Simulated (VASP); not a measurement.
# MnHg (P4/mmm) in VASP: a series of runs

The runs below take MnHg through single point, with LDA.

All numbers are computed with VASP 6.6.1; they aren't measurements. Logs are shortened: lines on timing, memory, paths and dates and some standing lists are left out, and cuts for length are marked.

## (1) The cell of the first run

The structure is tetragonal, space group P4/mmm (No. 123). Conventional cell: a = 3.198 Å, b = 3.198 Å, c = 3.222 Å, α = 90.00°, β = 90.00°, γ = 90.00°. Mn (site symmetry 4/mmm) has 8 Hg at 2.78 Å and 6 Mn at 3.20 to 3.22 Å within 3.7 Å. Hg (site symmetry 4/mmm) has 8 Mn at 2.78 Å and 6 Hg at 3.20 to 3.22 Å within 3.7 Å.

## (2) Single point, LDA, collinear spin, ferromagnetic start

Contents of INCAR:

```
  PREC = Accurate
  ENCUT = 520
  EDIFF = 1E-6
  ISMEAR = 0
  SIGMA = 0.3
  LREAL = False
  LASPH = True
  NELM = 150
  ALGO = Normal
  ISIF = 2
  LWAVE = False
  LCHARG = False
  ISPIN = 2
  MAGMOM = 4 0
  LORBIT = 11
  LMAXMIX = 4
  NBANDS = 24
```

Contents of KPOINTS:

```
Automatic mesh
0
Gamma
  9 9 9
```

Contents of POSCAR:

```
MnHg
1.0
    3.1978720606      0.0000000000      0.0000000000
    0.0000000000      3.1978720606      0.0000000000
    0.0000000000      0.0000000000      3.2221867813
Mn Hg
1 1
Direct
    0.5000000000      0.5000000000      0.5000000000
    0.0000000000      0.0000000000      0.0000000000
```

Potentials or basis: VASP PAW LDA potentials, release 64 (Mn_pv, Hg).

The run is started by

```sh
$ cat potpaw_LDA.64/Mn_pv/POTCAR potpaw_LDA.64/Hg/POTCAR > POTCAR
$ mpirun -np 1 vasp_std > vasp.out
```

OUTCAR:

```text
PREC = Accurate
   ENCUT = 520
   EDIFF = 1E-6
   ISMEAR = 0
   LREAL = False
   LASPH = True
   NELM = 150
   ISIF = 2
   ISPIN = 2
   LORBIT = 11

 ion  position               nearest neighbor table
   1  0.500  0.500  0.500-   2 2.78   2 2.78   2 2.78   2 2.78   2 2.78   2 2.78   2 2.78   2 2.78

   2  0.000  0.000  0.000-   1 2.78   1 2.78   1 2.78   1 2.78   1 2.78   1 2.78   1 2.78   1 2.78

  LATTYP: Found a simple tetragonal cell.
 ALAT       =     3.1978720606
 C/A-ratio  =     1.0076034063

  Lattice vectors:

 A1 = (   3.1978720606,   0.0000000000,   0.0000000000)
 A2 = (   0.0000000000,   3.1978720606,   0.0000000000)
 A3 = (   0.0000000000,   0.0000000000,   3.2221867813)

Analysis of symmetry for initial positions (statically):
=====================================================================
 Subroutine PRICEL returns:
 Original cell was already a primitive cell.

 Routine SETGRP: Setting up the symmetry group for a
 simple tetragonal supercell.

 Subroutine GETGRP returns: Found 16 space group operations
 (whereof 16 operations were pure point group operations)
 out of a pool of 16 trial point group operations.

The static configuration has the point symmetry D_4h.

Analysis of symmetry for dynamics (positions and initial velocities):
=====================================================================
 Subroutine PRICEL returns:
 Original cell was already a primitive cell.

 Routine SETGRP: Setting up the symmetry group for a
 simple tetragonal supercell.

 Subroutine GETGRP returns: Found 16 space group operations
 (whereof 16 operations were pure point group operations)
 out of a pool of 16 trial point group operations.

The dynamic configuration has the point symmetry D_4h.

Analysis of structural, dynamic, and magnetic symmetry:
=====================================================================
 Subroutine PRICEL returns:
 Original cell was already a primitive cell.

 Routine SETGRP: Setting up the symmetry group for a
 simple tetragonal supercell.

 Subroutine GETGRP returns: Found 16 space group operations
 (whereof 16 operations were pure point group operations)
 out of a pool of 16 trial point group operations.

The overall configuration has the point symmetry D_4h.

 Subroutine INISYM returns: Found 16 space group operations
 (whereof 16 operations are pure point group operations),
 and found     1 'primitive' translations

----------------------------------------------------------------------------------------

                                     Primitive cell

  volume of cell :      32.9513

  direct lattice vectors                    reciprocal lattice vectors
     3.197872061  0.000000000  0.000000000     0.312707945  0.000000000  0.000000000
     0.000000000  3.197872061  0.000000000     0.000000000  0.312707945  0.000000000
     0.000000000  0.000000000  3.222186781     0.000000000  0.000000000  0.310348241

  length of vectors
     3.197872061  3.197872061  3.222186781     0.312707945  0.312707945  0.310348241

  position of ions in fractional coordinates (direct lattice)
     0.500000000  0.500000000  0.500000000
     0.000000000  0.000000000  0.000000000

  ion indices of the primitive-cell ions
   primitive index   ion index
                 1           1
                 2           2

----------------------------------------------------------------------------------------

 KPOINTS: Automatic mesh

Automatic generation of k-mesh.
 Grid dimensions read from file:
 generate k-points for:    9    9    9

 Generating k-lattice:

  Cartesian coordinates                     Fractional coordinates (reciprocal lattice)
     0.034745327  0.000000000  0.000000000     0.111111111  0.000000000  0.000000000
     0.000000000  0.034745327  0.000000000     0.000000000  0.111111111  0.000000000
     0.000000000  0.000000000  0.034483138     0.000000000  0.000000000  0.111111111

  Length of vectors
     0.034745327  0.034745327  0.034483138

  Shift w.r.t. Gamma in fractional coordinates (k-lattice)
     0.000000000  0.000000000  0.000000000

 Subroutine IBZKPT returns following result:
 ===========================================

 Found     75 irreducible k-points:

 Following reciprocal coordinates:
            Coordinates               Weight
  0.000000  0.000000  0.000000      1.000000
  0.111111  0.000000  0.000000      4.000000
  0.222222  0.000000  0.000000      4.000000
  0.333333  0.000000  0.000000      4.000000
  0.444444  0.000000  0.000000      4.000000
  0.111111  0.111111  0.000000      4.000000
[... 16 lines left out ...]
  0.333333  0.111111  0.111111     16.000000
  0.444444  0.111111  0.111111     16.000000
 [... further k-points ...]
   k-points           NKPTS =     75   k-points in BZ     NKDIM =     75   number of bands    NBANDS=     24
   number of dos      NEDOS =    301   number of ions     NIONS =      2
   total plane-waves  NPLWV =  13824
   dimension x,y,z NGX =    24 NGY =   24 NGZ =   24
   dimension x,y,z NGXF=    48 NGYF=   48 NGZF=   48
   ions per type =               1   1
   NGX,Y,Z   is equivalent  to a cutoff of  12.48, 12.48, 12.38 a.u.
   NGXF,Y,Z  is equivalent  to a cutoff of  24.95, 24.95, 24.77 a.u.
 SYSTEM =  unknown system
   PREC   = accura    normal or accurate (medium, high low for compatibility)
   ISTART =      0    job   : 0-new  1-cont  2-samecut
   ICHARG =      2    charge: 1-file 2-atom 10-const
   ISPIN  =      2    spin polarized calculation?
   LNONCOLLINEAR =      F non collinear calculations
   LSORBIT =      F    spin-orbit coupling
   LASPH  =      T    aspherical Exc in radial PAW
   ENCUT  =  520.0 eV  38.22 Ry    6.18 a.u.   5.95  5.95  5.99*2*pi/ulx,y,z
   NELM   =    150;   NELMIN=  2; NELMDL= -5     # of ELM steps
   EDIFF  = 0.1E-05   stopping-criterion for ELM
   LREAL  =      F    real-space projection
   EDIFFG = 0.1E-04   stopping-criterion for IOM
   NSW    =      0    number of steps for IOM
[... 5 lines left out ...]
   TEBEG  =    0.0;   TEEND  =   0.0 temperature during run
   PSTRESS=    0.0 pullay stress
   NELECT =      25.0000    total number of electrons
   NUPDOWN=      -1.0000    fix difference up-down
   EMIN   =  10.00;   EMAX   =-10.00  energy-range for DOS
   EFERMI =   0.00;   METHOD = LEGACY
   ISMEAR =     0;   SIGMA  =   0.30  broadening in eV -4-tet -1-fermi 0-gaus
   EFERMI_NEDOS =   21; number of points for ismear=-14 and -15
   IALGO  =     38    algorithm
   IMIX   =      4    mixing-type and parameters
     AMIX     =   0.40;   BMIX     =  1.00
     AMIX_MAG =   1.60;   BMIX_MAG =  1.00
  volume/ion in A,a.u.               =      16.48       111.18
  Fermi-wavevector in a.u.,A,eV,Ry     =   1.493129  2.821604 30.333277  2.229433
  Thomas-Fermi vector in A             =   2.605569
   LORBIT       =     11    0 simple, 1 ext, 2 COOP (PROOUT), +10 PAW based schemes
   GGA     = CA    functional components
   LHFCALC =     F    Hartree Fock is set to
   AEXX    =    0.0000 exact exchange contribution
   IVDW    =     0    specifies the selected vdW correction
   LEPSILON=     F    determine dielectric tensor
   LRPA    =     F    only Hartree local field effects (RPA)
 spin polarized calculation
 Gauss-broadening in eV      SIGMA  =   0.30
  energy-cutoff  :      520.00
  volume of cell :       32.95
 maximum number of plane-waves:       903
 NGX is ok and might be reduce to    24
   NGX = 11   NGY = 11   NGZ = 11

 number of electron      25.0000036 magnetization       3.4274097

 Free energy of the ion-electron system (eV)
  ---------------------------------------------------
  ext. energy  EPLUGINS =         0.00000000
  ---------------------------------------------------
  free energy    TOTEN  =       -10.06801201 eV

  energy without entropy =       -9.98341108  energy(sigma->0) =      -10.02571155

 E-fermi :   6.0521     XC(G=0): -12.5456

 val. band max:        6.0446673742   @ k =   0.2222   0.1111   0.1111
 cond. band min:       6.0540531892   @ k =   0.4444   0.0000   0.2222
 fundamental gap:      0.0093858150
 Fermi energy:         6.0521035681

 spin component 1

 k-point     1 :       0.0000    0.0000    0.0000
  band No.  band energies     occupation
      1     -42.9548      1.00000
      2     -42.9466      1.00000
      3     -42.9466      1.00000
      4      -4.1284      1.00000
      5      -2.5482      1.00000
      6      -2.5345      1.00000
[... 16 lines left out ...]
     23      23.9075      0.00000
     24      28.9142      0.00000

 k-point     2 :       0.1111    0.0000    0.0000
  band No.  band energies     occupation
      1     -42.9546      1.00000
      2     -42.9499      1.00000
      3     -42.9464      1.00000
      4      -3.9192      1.00000
      5      -2.4988      1.00000
      6      -2.4337      1.00000
[... 16 lines left out ...]
     23      23.9573      0.00000
     24      26.4442      0.00000

 k-point     3 :       0.2222    0.0000    0.0000
  band No.  band energies     occupation
      1     -42.9582      1.00000
      2     -42.9541      1.00000
      3     -42.9459      1.00000
      4      -3.3672      1.00000
      5      -2.3947      1.00000
      6      -2.0699      1.00000
[... 16 lines left out ...]
     23      23.3500      0.00000
     24      23.6283      0.00000
[... 514 lines left out ...]
 k-point    23 :       0.3333    0.1111    0.1111
  band No.  band energies     occupation
      1     -42.9670      1.00000
      2     -42.9561      1.00000
      3     -42.9482      1.00000
      4      -2.4905      1.00000
      5      -2.1246      1.00000
      6      -1.7187      1.00000
[... 16 lines left out ...]
     23      23.7381      0.00000
     24      25.7080      0.00000

 k-point    24 :       0.4444    0.1111    0.1111
  band No.  band energies     occupation
      1     -42.9731      1.00000
      2     -42.9557      1.00000
      3     -42.9478      1.00000
      4      -2.2151      1.00000
      5      -2.0453      1.00000
      6      -1.8134      1.00000
[... 16 lines left out ...]
     23      22.6152      0.00000
     24      26.6262      0.00000

 [... further k-points ...]

 spin component 2

 k-point     1 :       0.0000    0.0000    0.0000
  band No.  band energies     occupation
      1     -39.6939      1.00000
      2     -39.6885      1.00000
      3     -39.6885      1.00000
      4      -3.8675      1.00000
      5      -2.4967      1.00000
      6      -2.4803      1.00000
[... 16 lines left out ...]
     23      24.1003      0.00000
     24      29.5640      0.00000

 k-point     2 :       0.1111    0.0000    0.0000
  band No.  band energies     occupation
      1     -39.6937      1.00000
      2     -39.6925      1.00000
      3     -39.6882      1.00000
      4      -3.6600      1.00000
      5      -2.4523      1.00000
      6      -2.3808      1.00000
[... 16 lines left out ...]
     23      24.1949      0.00000
     24      26.9121      0.00000

 k-point     3 :       0.2222    0.0000    0.0000
  band No.  band energies     occupation
      1     -39.7026      1.00000
      2     -39.6930      1.00000
      3     -39.6876      1.00000
      4      -3.1355      1.00000
      5      -2.3667      1.00000
      6      -1.9889      1.00000
[... 16 lines left out ...]
     23      23.8295      0.00000
     24      24.1236      0.00000
[... 514 lines left out ...]
 k-point    23 :       0.3333    0.1111    0.1111
  band No.  band energies     occupation
      1     -39.7132      1.00000
      2     -39.6955      1.00000
      3     -39.6904      1.00000
      4      -2.3469      1.00000
      5      -2.1152      1.00000
      6      -1.6325      1.00000
[... 16 lines left out ...]
     23      24.1304      0.00000
     24      26.2493      0.00000

 k-point    24 :       0.4444    0.1111    0.1111
  band No.  band energies     occupation
      1     -39.7206      1.00000
      2     -39.6950      1.00000
      3     -39.6899      1.00000
      4      -2.1347      1.00000
      5      -2.0501      1.00000
      6      -1.7239      1.00000
[... 16 lines left out ...]
     23      22.9622      0.00000
     24      27.0766      0.00000

 [... further k-points ...]

------------------------ aborting loop because EDIFF is reached ----------------------------------------

  FORCE on cell =-STRESS in cart. coord.  units (eV):
  Direction    XX          YY          ZZ          XY          YZ          ZX
  --------------------------------------------------------------------------------------
  -------------------------------------------------------------------------------------
  Total       -0.4798463     -0.4798463     -0.4726951      0.0000000      0.0000000      0.0000000
  in kB      -23.3313508    -23.3313508    -22.9836393      0.0000000      0.0000000      0.0000000
  external PRESSURE =     -23.2154470 kB  Pullay stress =       0.0000000 kB

 VOLUME and BASIS-vectors are now :
 -----------------------------------------------------------------------------
  energy-cutoff  :      520.00
  volume of cell :       32.95
      direct lattice vectors                 reciprocal lattice vectors
     3.197872061  0.000000000  0.000000000     0.312707945  0.000000000  0.000000000
     0.000000000  3.197872061  0.000000000     0.000000000  0.312707945  0.000000000
     0.000000000  0.000000000  3.222186781     0.000000000  0.000000000  0.310348241

 POSITION                                       TOTAL-FORCE (eV/Angst)
 -----------------------------------------------------------------------------------
      1.59894      1.59894      1.61109         0.000000      0.000000      0.000000
      0.00000      0.00000      0.00000         0.000000      0.000000      0.000000
 -----------------------------------------------------------------------------------
    total drift:                                0.000000      0.000000     -0.000000

  FREE ENERGIE OF THE ION-ELECTRON SYSTEM (eV)
  ---------------------------------------------------
  free  energy   TOTEN  =       -10.0680120098 eV

  energy  without entropy=       -9.9834110840  energy(sigma->0) =      -10.02571155

 total charge

# of ion       s       p       d       tot
------------------------------------------
    1        0.261   6.200   5.078  11.540
    2        0.826   0.586   9.263  10.674
--------------------------------------------------
tot          1.087   6.787  14.341  22.214

 magnetization (x)

# of ion       s       p       d       tot
------------------------------------------
    1        0.014   0.006   3.326   3.346
    2       -0.044  -0.046   0.048  -0.043
--------------------------------------------------
tot         -0.031  -0.040   3.374   3.303
```

Wall time 1.9 min (1 thread of Intel Xeon Platinum 8259CL at 2.50GHz (Skylake/Cascade Lake), shared host); peak memory 0.2 GiB.

Results:

```yaml
Free_energy: -10.0680 eV
Pressure: -2.3 GPa
Net_moment: 3.43 μB per cell
Site_moments: Mn +3.35; Hg -0.04 μB
Valence_electrons_inside_the_program's_atomic_spheres: Mn 11.54; Hg 10.67
```

Caveat: so wide a smearing shifts energies and pressures; spin-orbit coupling is left out, which moves the levels of the heavy elements.

## (3) Single point, LDA, collinear spin, ferromagnetic start

This run uses another cell than the first one, of 16.95 Å³/atom.

Contents of INCAR:

```
SYSTEM = MnHg
PREC = Accurate
ENCUT = 520
EDIFF = 1E-6
ISMEAR = 0
SIGMA = 0.3
LREAL = .FALSE.
LASPH = .TRUE.
NELM = 150
ALGO = Normal
ISIF = 2
LWAVE = .FALSE.
LCHARG = .FALSE.
ISPIN = 2
MAGMOM = 4 0
LORBIT = 11
LMAXMIX = 4
GGA = CA
NBANDS = 24
```

Contents of KPOINTS:

```
regular mesh
0
G
  9 9 9
  0 0 0
```

Contents of POSCAR:

```
MnHg
1.0
    3.2284755666      0.0000000000      0.0000000000
    0.0000000000      3.2284755666      0.0000000000
    0.0000000000      0.0000000000      3.2530229782
Mn Hg
1 1
Direct
    0.5000000000      0.5000000000      0.5000000000
    0.0000000000      0.0000000000      0.0000000000
```

Potentials or basis: VASP PAW LDA potentials, release 64 (Mn_pv, Hg).

The run is started by

```sh
$ cat potpaw_LDA.64/Mn_pv/POTCAR potpaw_LDA.64/Hg/POTCAR > POTCAR
$ mpirun -np 1 vasp_std > vasp.out
```

Run time: 1.9 min. Hardware: 1 thread of Intel Xeon Platinum 8259CL at 2.50GHz (Skylake/Cascade Lake), shared host; peak memory 0.2 GiB.

It converged, with:

| Item | Value |
| --- | --- |
| Free energy | -10.0468 eV |
| Pressure | -5.0 GPa |
| Net moment | 3.51 μB per cell |
| Site moments | Mn +3.42; Hg -0.04 μB |
| Valence electrons inside the program's atomic spheres | Mn 11.51; Hg 10.64 |

Levels at points of the mesh, in eV from the Fermi level:
Spin up:
```
           k point  band 11  band 12  band 13  band 14  band 15  band 16  band 17  band 18
(0.00, 0.00, 0.00)    -2.32    -1.41    -1.41    -1.41     5.14     5.37     5.37     9.86
```
Spin down:
```tsv
k point	band 7	band 8	band 9	band 10	band 11	band 12	band 13	band 14	band 15	band 16
(0.00, 0.00, 0.00)	-7.05	-7.05	-7.04	0.15	0.17	1.48	1.48	1.49	5.54	5.76
```

Caveat: the cell stands under tension; so wide a smearing shifts energies and pressures; spin-orbit coupling is left out, which moves the levels of the heavy elements.
